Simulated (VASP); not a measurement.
# TiH4 (Im-3m) in VASP: further runs, part 2 of 2

VASP 6.6.1. Earlier steps stand in the parts before.

### 4 Relaxation of cell and atoms, PBE

This run uses another cell than the first one, of 9.15 Å³/atom, 1.192 times its volume.

Input file INCAR:

```
SYSTEM = TiH4
PREC = Accurate
ENCUT = 600
EDIFF = 1E-6
ISMEAR = 0
SIGMA = 0.1
LREAL = .False.
LASPH = .True.
NELM = 80
ALGO = Normal
ISIF = 3
LWAVE = .False.
LCHARG = .False.
GGA = PE
IBRION = 2
NSW = 90
EDIFFG = -0.04
```

Input file KPOINTS:

```
regular mesh
0
Gamma
  6 6 6
  0 0 0
```

Input file POSCAR:

```
TiH4
1.0
   -2.2530479400      2.2530479400      2.2530479400
    2.2530479400     -2.2530479400      2.2530479400
    2.2530479400      2.2530479400     -2.2530479400
Ti H
1 4
Direct
    0.0000000000      0.0000000000      0.0000000000
    0.5000000000      0.5000000000      0.5000000000
    0.0000000000      0.0000000000      0.5000000000
    0.0000000000      0.5000000000      0.0000000000
    0.5000000000      0.0000000000      0.0000000000
```

Potentials or basis: VASP PAW PBE potentials, release 64 (Ti_sv, H).

Started as:

```console
cat potpaw_PBE.64/Ti_sv/POTCAR potpaw_PBE.64/H/POTCAR > POTCAR
mpirun -np 1 vasp_std > vasp.out
```

OUTCAR:

```text
SYSTEM = TiH4
   PREC = Accurate
   ENCUT = 600
   EDIFF = 1E-6
   ISMEAR = 0
   LREAL = .False.
   LASPH = .True.
   NELM = 80
   ISIF = 3
   GGA = PE
   IBRION = 2
   NSW = 90
   EDIFFG = -0.04

 ion  position               nearest neighbor table
   1  0.000  0.000  0.000-
   2  0.500  0.500  0.500-
   3  0.000  0.000  0.500-
   4  0.000  0.500  0.000-
   5  0.500  0.000  0.000-

  LATTYP: Found a body centered cubic cell.
 ALAT       =     4.5060958800

  Lattice vectors:

 A1 = (  -2.2530479400,   2.2530479400,   2.2530479400)
 A2 = (   2.2530479400,  -2.2530479400,   2.2530479400)
 A3 = (   2.2530479400,   2.2530479400,  -2.2530479400)

Analysis of symmetry for initial positions (statically):
=====================================================================
 Subroutine PRICEL returns:
 Original cell was already a primitive cell.

 Routine SETGRP: Setting up the symmetry group for a
 body centered cubic supercell.

 Subroutine GETGRP returns: Found 48 space group operations
 (whereof 48 operations were pure point group operations)
 out of a pool of 48 trial point group operations.

The static configuration has the point symmetry O_h .

Analysis of symmetry for dynamics (positions and initial velocities):
[... 164 lines left out ...]
  -------------------------------------------------------------------------------------
  Total       -2.8899107     -2.8899107     -2.8899107      0.0000000      0.0000000     -0.0000000
  in kB     -101.2100691   -101.2100691   -101.2100691      0.0000000      0.0000000     -0.0000000
  external PRESSURE =    -101.2100691 kB  Pullay stress =       0.0000000 kB
[... 65 lines left out ...]
--------------------------------------- Ionic step        3  -------------------------------------------

 number of electron      16.0000000 magnetization

 E-fermi :   2.6177     XC(G=0):  -9.5636

 val. band max:        2.6002392998   @ k =   0.5000   0.5000   0.3333
 cond. band min:       2.6268492026   @ k =   0.5000   0.0000   0.0000
 fundamental gap:      0.0266099027
 Fermi energy:         2.6177008054

 k-point     1 :       0.0000    0.0000    0.0000
  band No.  band energies     occupation
      1     -55.0053      2.00000
      2     -31.1883      2.00000
      3     -31.1883      2.00000
      4     -31.1883      2.00000
      5      -5.6897      2.00000
      6      -0.3602      2.00000
      7      -0.3602      2.00000
      8      -0.3602      2.00000
      9       3.7869      0.00000
     10       3.7869      0.00000
     11       9.8906      0.00000
     12       9.8906      0.00000
[... 261 lines left out ...]
--------------------------------------- Ionic step        4  -------------------------------------------

 number of electron      16.0000005 magnetization

 Free energy of the ion-electron system (eV)
  ---------------------------------------------------
  ext. energy  EPLUGINS =         0.00000000
  ---------------------------------------------------
  free energy    TOTEN  =       -20.31056295 eV

  energy without entropy =      -20.30541644  energy(sigma->0) =      -20.30798970

 E-fermi :   2.7800     XC(G=0):  -9.6503

 val. band max:        2.7445098789   @ k =   0.5000   0.5000   0.3333
 cond. band min:       2.8105440637   @ k =   0.5000   0.0000   0.0000
 fundamental gap:      0.0660341848
 Fermi energy:         2.7800088690

 k-point     1 :       0.0000    0.0000    0.0000
  band No.  band energies     occupation
      1     -54.7982      2.00000
      2     -30.9839      2.00000
      3     -30.9839      2.00000
      4     -30.9839      2.00000
      5      -5.6589      2.00000
      6      -0.2524      2.00000
      7      -0.2524      2.00000
      8      -0.2524      2.00000
      9       3.9807      0.00000
     10       3.9807      0.00000
     11      10.2332      0.00000
     12      10.2332      0.00000
[... 255 lines left out ...]
  FREE ENERGIE OF THE ION-ELECTRON SYSTEM (eV)
  ---------------------------------------------------
  free  energy   TOTEN  =       -20.3105629486 eV

  energy  without entropy=      -20.3054164414  energy(sigma->0) =      -20.30798970

 reached required accuracy - stopping structural energy minimisation
```

OSZICAR:

```text
N       E                     dE             d eps       ncg     rms          rms(c)
DAV:   1     0.106546128780E+03    0.10655E+03   -0.83947E+03   384   0.145E+03
DAV:   2    -0.144695115338E+02   -0.12102E+03   -0.11675E+03   388   0.349E+02
DAV:   3    -0.246124815343E+02   -0.10143E+02   -0.97377E+01   624   0.946E+01
[... 42 lines left out ...]
DAV:   6    -0.203104998238E+02   -0.44739E-03   -0.13629E-03   556   0.161E-01    0.506E-02
DAV:   7    -0.203105636142E+02   -0.63790E-04   -0.17303E-04   404   0.150E-01    0.354E-02
DAV:   8    -0.203105611704E+02    0.24438E-05   -0.33450E-05   392   0.742E-02    0.533E-03
DAV:   9    -0.203105626442E+02   -0.14738E-05   -0.11547E-06   368   0.107E-02    0.128E-03
DAV:  10    -0.203105629486E+02   -0.30445E-06   -0.59728E-07   216   0.486E-03
   4 F= -.20310563E+02 E0= -.20307990E+02  d E =-.259763E+00
```

CONTCAR:

```text
TiH4
   1.00000000000000
    -2.1262324534674208    2.1262324534674208    2.1262324534674208
     2.1262324534674208   -2.1262324534674208    2.1262324534674208
     2.1262324534674208    2.1262324534674208   -2.1262324534674208
  Ti              H
     1     4
Direct
     0.0000000000000000    0.0000000000000000    1.0000000000000000
     0.5000000000000000    0.5000000000000000    0.5000000000000000
     1.0000000000000000    1.0000000000000000    0.5000000000000000
     1.0000000000000000    0.5000000000000000    1.0000000000000000
     0.5000000000000000    0.0000000000000000    0.0000000000000000

  0.00000000E+00  0.00000000E+00  0.00000000E+00
  0.00000000E+00  0.00000000E+00  0.00000000E+00
  0.00000000E+00  0.00000000E+00  0.00000000E+00
  0.00000000E+00  0.00000000E+00  0.00000000E+00
  0.00000000E+00  0.00000000E+00  0.00000000E+00
```

Wall time 18 s (1 thread of Intel Xeon 6975P-C (Granite Rapids), shared host); peak memory 0.19 GiB.

What came out:

* Free energy: -20.3106 eV
* Relaxed volume: 7.69 Å³/atom
* Relaxed cell: a = 3.683 Å, b = 3.683 Å, c = 3.683 Å, α = 109.47°, β = 109.47°, γ = 109.47°
* Space group after relaxing (to 0.05 Å): Im-3m (No. 229)
* Energy gained by relaxing: 52.0 meV/atom
* Ionic steps: 4
* Pressure after relaxing: 0.2 GPa
* Band gap on the k mesh: zero (band 8 reaches 2.89 eV, above the bottom of band 9 at 2.03 eV)

The path:
```
step  energy change (eV)  largest force (eV/Å)  pressure (GPa)  volume (Å³)
   1              0.0000                0.0000          -10.12        45.75
   2             -0.1908                0.0000           -5.91        42.03
   3             -0.2564                0.0000           -1.49        39.28
   4             -0.2598                0.0000            0.17        38.45
```

Final structure:
```
CELL_PARAMETERS angstrom
-2.12623 2.12623 2.12623
2.12623 -2.12623 2.12623
2.12623 2.12623 -2.12623
ATOMIC_POSITIONS crystal
Ti 0.00000 0.00000 0.00000
H 0.50000 0.50000 0.50000
H 0.00000 0.00000 0.50000
H 0.00000 0.50000 0.00000
H 0.50000 0.00000 0.00000
```

Caveat: the volume moved by over 15 % at a fixed basis, so the end points are rough.

### 5 Single point, PBE

This run uses another cell than the first one, of 7.75 Å³/atom, 1.010 times its volume.

Input file INCAR:

```
PREC = Accurate
ENCUT = 520
EDIFF = 1E-7
ISMEAR = 0
SIGMA = 0.1
LREAL = False
LASPH = True
NELM = 80
ALGO = Normal
ISIF = 2
LWAVE = False
LCHARG = False
GGA = PE
NBANDS = 16
```

Input file KPOINTS:

```
Automatic mesh
0
Gamma
  12 12 12
```

POSCAR, as its differences from that of step 4:

```diff
@@ -2,5 +2,5 @@
 1.0
-   -2.2530479400      2.2530479400      2.2530479400
-    2.2530479400     -2.2530479400      2.2530479400
-    2.2530479400      2.2530479400     -2.2530479400
+   -2.1321344377      2.1321344377      2.1321344377
+    2.1321344377     -2.1321344377      2.1321344377
+    2.1321344377      2.1321344377     -2.1321344377
 Ti H
```

Started as:

```console
cat potpaw_PBE.64/Ti_sv/POTCAR potpaw_PBE.64/H/POTCAR > POTCAR
mpirun -np 1 vasp_std > vasp.out
```

Wall time 18 s (1 thread of Intel Xeon 6975P-C (Granite Rapids), shared host); peak memory 0.18 GiB.

The run converged. Its results:

```
Free energy            : -20.2978 eV
Pressure               : -0.1 GPa
Band gap on the k mesh : zero (band 8 reaches 2.83 eV, above the bottom of band 9 at 1.97 eV)
```

Levels at points of the mesh, in eV from the Fermi level:
| k point | band 6 | band 7 | band 8 | band 9 | band 10 | band 11 |
| --- | --- | --- | --- | --- | --- | --- |
| (0.00, 0.00, 0.00) | -2.91 | -2.91 | -2.91 | 1.27 | 1.27 | 7.47 |
| (0.50, 0.00, 0.00) | -4.34 | -3.48 | 0.14 | 0.85 | 1.22 | 1.25 |
| (0.50, 0.50, 0.50) | -2.83 | -2.83 | -0.64 | -0.64 | 1.07 | 1.07 |

### 6 Relaxation of cell and atoms, PBE

Input file INCAR:

```
SYSTEM = TiH4
PREC     = Accurate       ! precision mode
ENCUT    = 600            ! plane-wave cutoff, eV
EDIFF    = 1E-6           ! SCF threshold, eV
ISMEAR   = 0              ! smearing method
SIGMA    = 0.1            ! smearing width, eV
LREAL    = .FALSE.        ! projectors in reciprocal space
LASPH    = .TRUE.         ! aspherical terms in the spheres
NELM     = 100            ! most SCF steps
ALGO     = Normal         ! electronic algorithm
ISIF     = 3              ! what is computed and relaxed
LWAVE    = .FALSE.        ! write WAVECAR
LCHARG   = .FALSE.        ! write CHGCAR
GGA      = PE             ! functional
IBRION   = 2              ! ionic algorithm
NSW      = 100            ! ionic steps
EDIFFG   = -0.01          ! ionic threshold
```

Input file KPOINTS:

```
regular mesh
0
G
  12 12 12
  0 0 0
```

POSCAR, as its differences from that of step 5:

```diff
@@ -2,5 +2,5 @@
 1.0
-   -2.1321344377      2.1321344377      2.1321344377
-    2.1321344377     -2.1321344377      2.1321344377
-    2.1321344377      2.1321344377     -2.1321344377
+   -2.1251844218      2.1251844218      2.1251844218
+    2.1251844218     -2.1251844218      2.1251844218
+    2.1251844218      2.1251844218     -2.1251844218
 Ti H
```

Potentials or basis: VASP PAW PBE potentials, release 64 (Ti_sv, H).

Started as:

```console
cat potpaw_PBE.64/Ti_sv/POTCAR potpaw_PBE.64/H/POTCAR > POTCAR
mpirun -np 1 vasp_std > vasp.out
```

It took 38 s on 1 thread of Intel Xeon 6975P-C (Granite Rapids), shared host; peak memory 0.2 GiB.

Results (log left out):

| Property | Result |
| --- | --- |
| Free energy | -20.2992 eV |
| Relaxed volume | 7.75 Å³/atom |
| Relaxed cell | a = 3.693 Å, b = 3.693 Å, c = 3.693 Å, α = 109.47°, β = 109.47°, γ = 109.47° |
| Space group after relaxing (to 0.05 Å) | Im-3m (No. 229) |
| Energy gained by relaxing | 0.2 meV/atom |
| Ionic steps | 3 |
| Pressure after relaxing | 0.0 GPa |
| Band gap on the k mesh | zero (band 8 reaches 2.83 eV, above the bottom of band 9 at 1.98 eV) |

Step by step:
```
step  energy change (eV)  largest force (eV/Å)  pressure (GPa)  volume (Å³)
   1              0.0000                0.0000            0.84        38.39
   2             -0.0008                0.0000            0.32        38.62
   3             -0.0009                0.0000            0.01        38.76
```

Final structure:
```
CELL_PARAMETERS angstrom
-2.13192 2.13192 2.13192
2.13192 -2.13192 2.13192
2.13192 2.13192 -2.13192
ATOMIC_POSITIONS crystal
Ti 0.00000 0.00000 0.00000
H 0.50000 0.50000 0.50000
H 0.00000 0.00000 0.50000
H 0.00000 0.50000 0.00000
H 0.50000 0.00000 0.00000
```

Levels at points of the mesh, in eV from the Fermi level:
```csv
k point,band 5,band 6,band 7,band 8,band 9,band 10,band 11,band 12
"(0.00, 0.00, 0.00)",-8.27,-2.91,-2.91,-2.91,1.27,1.27,7.48,7.48
"(0.50, 0.00, 0.00)",-5.42,-4.34,-3.48,0.14,0.86,1.22,1.25,2.03
"(0.50, 0.50, 0.50)",-2.83,-2.83,-2.83,-0.64,-0.64,1.07,1.07,1.07
```

### 7 Overview

| task | cell | k mesh | cutoff (eV) | gap on the mesh (eV) | pressure (GPa) | relaxed volume (Å³/atom) |
| --- | --- | --- | --- | --- | --- | --- |
| single point | a = 3.681 Å, angles 109.5°, 5 atoms | 6 × 6 × 6 | 520 | none | 0.1 | - |
| single point | a = 3.902 Å, angles 109.5°, 5 atoms | 6 × 6 × 6 | 520 | none | -10.2 | - |
| relaxation of cell and atoms | relaxed from a = 3.902 Å, angles 109.5°, 5 atoms | 6 × 6 × 6 | 600 | none | 0.2 | 7.69 |
| single point | a = 3.693 Å, angles 109.5°, 5 atoms | 12 × 12 × 12 | 520 | none | -0.1 | - |
| relaxation of cell and atoms | relaxed from a = 3.681 Å, angles 109.5°, 5 atoms | 12 × 12 × 12 | 600 | none | 0.0 | 7.75 |

Alike in all rows: level PBE; potentials or basis VASP PAW PBE potentials, release 64 (Ti_sv, H); no spin polarisation; smearing gaussian 0.1 eV.

Caveats: the volume moved by over 15 % at a fixed basis, so the end points are rough (some runs).

Total energies depend on the potentials used, so only differences within one code and one set of settings carry meaning.
